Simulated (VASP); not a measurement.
# Ti (P6_3/mmc) in VASP: notebook, part 3 of 3

VASP 6.6.1.

**4. Electric field gradients, PBEsol (zz strain of -1 %)**

INCAR

```
SYSTEM = Ti
PREC = Accurate
ENCUT = 520
EDIFF = 1E-8
ISMEAR = -1
SIGMA = 0.08
LREAL = .False.
LASPH = .True.
NELM = 80
ALGO = Normal
ISIF = 2
LWAVE = .False.
LCHARG = .False.
GGA = PS
LEFG = .True.
NBANDS = 19
```

KPOINTS

```
Automatic mesh
0
Gamma
  13 13 7
  0 0 0
```

POSCAR

```
Ti
1.0
    2.9499978604      0.0000000000      0.0000000000
   -1.4749989302      2.5547730882      0.0000000000
    0.0000000000      0.0000000000      4.6391400000
Ti
2
Direct
    0.3333333333      0.6666666667      0.2500000000
    0.6666666667      0.3333333333      0.7500000000
```

Potentials or basis: VASP PAW PBE potentials, release 64 (Ti_sv).

Command:

```bash
$ cat potpaw_PBE.64/Ti_sv/POTCAR > POTCAR
$ mpirun -np 1 vasp_std > vasp.out
```

OUTCAR:

```text
SYSTEM = Ti
   PREC = Accurate
   ENCUT = 520
   EDIFF = 1E-8
   ISMEAR = -1
   LREAL = .False.
   LASPH = .True.
   NELM = 80
   ISIF = 2
   GGA = PS

 ion  position               nearest neighbor table
   1  0.333  0.667  0.250-   2 2.88   2 2.88   2 2.88   2 2.88   2 2.88   2 2.88
   2  0.667  0.333  0.750-   1 2.88   1 2.88   1 2.88   1 2.88   1 2.88   1 2.88

  LATTYP: Found a hexagonal cell.
 ALAT       =     2.9499978604
 C/A-ratio  =     1.5725909711

  Lattice vectors:

 A1 = (   2.9499978604,   0.0000000000,   0.0000000000)
 A2 = (  -1.4749989302,   2.5547730882,   0.0000000000)
 A3 = (   0.0000000000,   0.0000000000,   4.6391400000)

Analysis of symmetry for initial positions (statically):
=====================================================================
 Subroutine PRICEL returns:
 Original cell was already a primitive cell.

 Routine SETGRP: Setting up the symmetry group for a
 hexagonal supercell.

 Subroutine GETGRP returns: Found 24 space group operations
 (whereof 12 operations were pure point group operations)
 out of a pool of 24 trial point group operations.

The static configuration has the point symmetry D_3d.
 The point group associated with its full space group is D_6h.

Analysis of symmetry for dynamics (positions and initial velocities):
=====================================================================
 Subroutine PRICEL returns:
 Original cell was already a primitive cell.

 Routine SETGRP: Setting up the symmetry group for a
 hexagonal supercell.

 Subroutine GETGRP returns: Found 24 space group operations
 (whereof 12 operations were pure point group operations)
[... 159 lines left out ...]
  band No.  band energies     occupation
      1     -48.4971      2.00000
      2     -48.3575      2.00000
      3     -25.1854      2.00000
      4     -24.5501      2.00000
      5     -24.5501      2.00000
      6     -24.4713      2.00000
[... 505 lines left out ...]
      6     -24.5764      2.00000
[... 11 lines left out ...]
     18       9.9264      0.00000
     19      11.4152      0.00000

 [... further k-points ...]

------------------------ aborting loop because EDIFF is reached ----------------------------------------

  FORCE on cell =-STRESS in cart. coord.  units (eV):
  Direction    XX          YY          ZZ          XY          YZ          ZX
  --------------------------------------------------------------------------------------
  -------------------------------------------------------------------------------------
  Total       -1.1353746     -1.1353746     -1.0056982      0.0000000      0.0000000      0.0000000
  in kB      -52.0281354    -52.0281354    -46.0857595      0.0000000      0.0000000      0.0000000
  external PRESSURE =     -50.0473434 kB  Pullay stress =       0.0000000 kB

 VOLUME and BASIS-vectors are now :
 -----------------------------------------------------------------------------
  energy-cutoff  :      520.00
  volume of cell :       34.96
      direct lattice vectors                 reciprocal lattice vectors
     2.949997860  0.000000000  0.000000000     0.338983297  0.195712098  0.000000000
    -1.474998930  2.554773088  0.000000000     0.000000000  0.391424195  0.000000000
     0.000000000  0.000000000  4.639140000     0.000000000  0.000000000  0.215557194

 POSITION                                       TOTAL-FORCE (eV/Angst)
 -----------------------------------------------------------------------------------
     -0.00000      1.70318      1.15979         0.000000      0.000000      0.000000
      1.47500      0.85159      3.47935        -0.000000      0.000000      0.000000
 -----------------------------------------------------------------------------------
    total drift:                               -0.000000      0.000000     -0.000000

  FREE ENERGIE OF THE ION-ELECTRON SYSTEM (eV)
  ---------------------------------------------------
  free  energy   TOTEN  =       -16.6753521835 eV

  energy  without entropy=      -16.6266939112  energy(sigma->0) =      -16.65102305

 Electric field gradients (V/A^2)
---------------------------------------------------------------------
 ion       V_xx      V_yy      V_zz      V_xy      V_xz      V_yz
---------------------------------------------------------------------
   1      -9.426    -9.426    18.852    -0.000     0.000    -0.000
   2      -9.426    -9.426    18.852    -0.000    -0.000     0.000
---------------------------------------------------------------------

 Electric field gradients after diagonalization (V/A^2)
 (convention: |V_zz| > |V_xx| > |V_yy|)
----------------------------------------------------------------------
 ion       V_xx      V_yy      V_zz     asymmetry (V_yy - V_xx)/ V_zz
----------------------------------------------------------------------
   1      -9.426    -9.426    18.852       0.000
   2      -9.426    -9.426    18.852       0.000
----------------------------------------------------------------------

           NMR quadrupolar parameters

 Cq : quadrupolar parameter    Cq=e*Q*V_zz/h
 eta: asymmetry parameters     (V_yy - V_xx)/ V_zz
 Q  : nuclear electric quadrupole moment in mb (millibarn)
----------------------------------------------------------------------
 ion       Cq(MHz)       eta       Q (mb)
----------------------------------------------------------------------
   1       0.046       0.000       1.000
   2       0.046       0.000       1.000
----------------------------------------------------------------------
```

OSZICAR:

```text
N       E                     dE             d eps       ncg     rms          rms(c)
DAV:   1     0.262648810048E+03    0.26265E+03   -0.13023E+04  3192   0.157E+03
DAV:   2     0.110401608227E+02   -0.25161E+03   -0.24758E+03  3289   0.440E+02
DAV:   3    -0.177527469171E+02   -0.28793E+02   -0.28451E+02  5942   0.122E+02
DAV:   4    -0.190031949107E+02   -0.12504E+01   -0.12483E+01  3733   0.264E+01
DAV:   5    -0.190615812759E+02   -0.58386E-01   -0.58382E-01  4679   0.411E+00    0.123E+01
DAV:   6    -0.166866927804E+02    0.23749E+01   -0.85422E+00  3722   0.291E+01    0.291E+00
DAV:   7    -0.166600755385E+02    0.26617E-01   -0.78265E-01  4823   0.625E+00    0.208E+00
DAV:   8    -0.166829816366E+02   -0.22906E-01   -0.20604E-01  3503   0.532E+00    0.704E-01
DAV:   9    -0.166748255734E+02    0.81561E-02   -0.46841E-02  3612   0.217E+00    0.721E-02
DAV:  10    -0.166753041234E+02   -0.47855E-03   -0.34243E-03  4721   0.332E-01    0.895E-02
DAV:  11    -0.166753614096E+02   -0.57286E-04   -0.13677E-04  3693   0.795E-02    0.417E-02
DAV:  12    -0.166753520940E+02    0.93157E-05   -0.37515E-05  3648   0.538E-02    0.861E-03
DAV:  13    -0.166753521461E+02   -0.52152E-07   -0.23688E-06  3731   0.138E-02    0.133E-03
DAV:  14    -0.166753521706E+02   -0.24505E-07   -0.17374E-07  4392   0.229E-03    0.103E-03
DAV:  15    -0.166753521490E+02    0.21592E-07   -0.48826E-08  3264   0.167E-03    0.185E-04
DAV:  16    -0.166753521933E+02   -0.44249E-07   -0.47336E-09  1830   0.465E-04    0.124E-04
DAV:  17    -0.166753521835E+02    0.98016E-08   -0.82546E-10  1713   0.222E-04
   1 F= -.16675352E+02 E0= -.16651023E+02  d E =-.486583E-01
```

stdout:

```text
POSCAR found type information on POSCAR Ti
 POSCAR found :  1 types and       2 ions
 scaLAPACK will be used
 -----------------------------------------------------------------------------
|                                                                             |
|                                                                             |
|     You enforced a specific xc type in the INCAR file but a different       |
|     I HOPE YOU KNOW WHAT YOU ARE DOING!                                     |
|                                                                             |
 -----------------------------------------------------------------------------

 LDA part: xc-table for (Slater+PW92), standard interpolation
 POSCAR, INCAR and KPOINTS ok, starting setup
 FFT: planning ... GRIDC
 FFT: planning ... GRID_SOFT
 FFT: planning ... GRID
 WAVECAR not read
 entering main loop
ion   1

ion   2
```

Run time: 26 s. Hardware: 1 thread of Intel Xeon 6975P-C (Granite Rapids), shared host; peak memory 0.18 GiB.

What came out:

| Quantity | Value |
| --- | --- |
| Free energy | -16.6754 eV |
| Pressure | -5.0 GPa |
| Band gap on the k mesh | zero (band 12 reaches 8.90 eV, above the bottom of band 13 at 7.80 eV) |

Levels at points of the mesh, in eV from the Fermi level:
```
           k point  band 8  band 9  band 10  band 11  band 12  band 13  band 14  band 15  band 16  band 17
(0.00, 0.00, 0.00)  -32.58   -6.19    -2.66     0.77     0.77     0.84     0.94     1.28     1.28     1.58
```

Electric field gradients, principal values (V/Å²):
| atom | least | middle | greatest (by size) |
| --- | --- | --- | --- |
| 1 Ti | -9.426 | -9.426 | 18.852 |
| 2 Ti | -9.426 | -9.426 | 18.852 |

Caveat: the cell differs from its parent crystal (zz strain of -1 %); without QUAD_EFG the Cq values of the log hold for a quadrupole moment of 1 mb, not for the nuclei; the PAW data sets were made with another functional, which shifts forces and pressure a little.

**5. Electric field gradients, PBEsol (zz strain of -1 %)**

INCAR

```
PREC = Accurate
ENCUT = 520
EDIFF = 1E-8
ISMEAR = -1
SIGMA = 0.08
LREAL = False
LASPH = True
NELM = 100
ALGO = Normal
ISIF = 2
LWAVE = False
LCHARG = False
GGA = PS
LEFG = True
NBANDS = 19
```

KPOINTS

```
Automatic mesh
0
Gamma
  13 13 7
```

POSCAR is that of step 4.

Potentials or basis: VASP PAW PBE potentials, release 64 (Ti_sv).

Command:

```bash
$ cat potpaw_PBE.64/Ti_sv/POTCAR > POTCAR
$ mpirun -np 1 vasp_std > vasp.out
```

OUTCAR:

```text
PREC = Accurate
   ENCUT = 520
   EDIFF = 1E-8
   ISMEAR = -1
   LREAL = False
   LASPH = True
   NELM = 100
   ISIF = 2
   GGA = PS

 ion  position               nearest neighbor table
   1  0.333  0.667  0.250-   2 2.88   2 2.88   2 2.88   2 2.88   2 2.88   2 2.88
   2  0.667  0.333  0.750-   1 2.88   1 2.88   1 2.88   1 2.88   1 2.88   1 2.88

  LATTYP: Found a hexagonal cell.
 ALAT       =     2.9499978604
 C/A-ratio  =     1.5725909711

  Lattice vectors:

 A1 = (   2.9499978604,   0.0000000000,   0.0000000000)
[... 743 lines left out ...]
  ---------------------------------------------------
  free  energy   TOTEN  =       -16.6753521835 eV

  energy  without entropy=      -16.6266939112  energy(sigma->0) =      -16.65102305

 Electric field gradients (V/A^2)
---------------------------------------------------------------------
 ion       V_xx      V_yy      V_zz      V_xy      V_xz      V_yz
---------------------------------------------------------------------
   1      -9.426    -9.426    18.852    -0.000     0.000    -0.000
   2      -9.426    -9.426    18.852    -0.000    -0.000     0.000
---------------------------------------------------------------------

 Electric field gradients after diagonalization (V/A^2)
 (convention: |V_zz| > |V_xx| > |V_yy|)
----------------------------------------------------------------------
 ion       V_xx      V_yy      V_zz     asymmetry (V_yy - V_xx)/ V_zz
----------------------------------------------------------------------
   1      -9.426    -9.426    18.852       0.000
   2      -9.426    -9.426    18.852       0.000
----------------------------------------------------------------------

           NMR quadrupolar parameters

 Cq : quadrupolar parameter    Cq=e*Q*V_zz/h
 eta: asymmetry parameters     (V_yy - V_xx)/ V_zz
 Q  : nuclear electric quadrupole moment in mb (millibarn)
----------------------------------------------------------------------
 ion       Cq(MHz)       eta       Q (mb)
----------------------------------------------------------------------
   1       0.046       0.000       1.000
   2       0.046       0.000       1.000
----------------------------------------------------------------------
```

OSZICAR:

```text
N       E                     dE             d eps       ncg     rms          rms(c)
DAV:   1     0.262648810048E+03    0.26265E+03   -0.13023E+04  3192   0.157E+03
DAV:   2     0.110401608227E+02   -0.25161E+03   -0.24758E+03  3289   0.440E+02
DAV:   3    -0.177527469171E+02   -0.28793E+02   -0.28451E+02  5942   0.122E+02
DAV:   4    -0.190031949107E+02   -0.12504E+01   -0.12483E+01  3733   0.264E+01
DAV:   5    -0.190615812759E+02   -0.58386E-01   -0.58382E-01  4679   0.411E+00    0.123E+01
DAV:   6    -0.166866927804E+02    0.23749E+01   -0.85422E+00  3722   0.291E+01    0.291E+00
DAV:   7    -0.166600755385E+02    0.26617E-01   -0.78265E-01  4823   0.625E+00    0.208E+00
DAV:   8    -0.166829816366E+02   -0.22906E-01   -0.20604E-01  3503   0.532E+00    0.704E-01
DAV:   9    -0.166748255734E+02    0.81561E-02   -0.46841E-02  3612   0.217E+00    0.721E-02
DAV:  10    -0.166753041234E+02   -0.47855E-03   -0.34243E-03  4721   0.332E-01    0.895E-02
DAV:  11    -0.166753614096E+02   -0.57286E-04   -0.13677E-04  3693   0.795E-02    0.417E-02
DAV:  12    -0.166753520940E+02    0.93157E-05   -0.37515E-05  3648   0.538E-02    0.861E-03
DAV:  13    -0.166753521461E+02   -0.52152E-07   -0.23688E-06  3731   0.138E-02    0.133E-03
DAV:  14    -0.166753521706E+02   -0.24505E-07   -0.17374E-07  4392   0.229E-03    0.103E-03
DAV:  15    -0.166753521490E+02    0.21592E-07   -0.48826E-08  3264   0.167E-03    0.185E-04
DAV:  16    -0.166753521933E+02   -0.44249E-07   -0.47336E-09  1830   0.465E-04    0.124E-04
DAV:  17    -0.166753521835E+02    0.98016E-08   -0.82546E-10  1713   0.222E-04
   1 F= -.16675352E+02 E0= -.16651023E+02  d E =-.486583E-01
```

Wall time 32 s (1 thread of Intel Xeon 6975P-C (Granite Rapids), shared host); peak memory 0.18 GiB.

Results:

| Quantity | Value |
| --- | --- |
| Free energy | -16.6754 eV |
| Pressure | -5.0 GPa |
| Band gap on the k mesh | zero (band 12 reaches 8.90 eV, above the bottom of band 13 at 7.80 eV) |

Electric field gradients, principal values (V/Å²):
```
atom   least  middle  greatest (by size)
1 Ti  -9.426  -9.426              18.852
2 Ti  -9.426  -9.426              18.852
```

Caveat: the cell differs from its parent crystal (zz strain of -1 %); without QUAD_EFG the Cq values of the log hold for a quadrupole moment of 1 mb, not for the nuclei; the PAW data sets were made with another functional, which shifts forces and pressure a little.
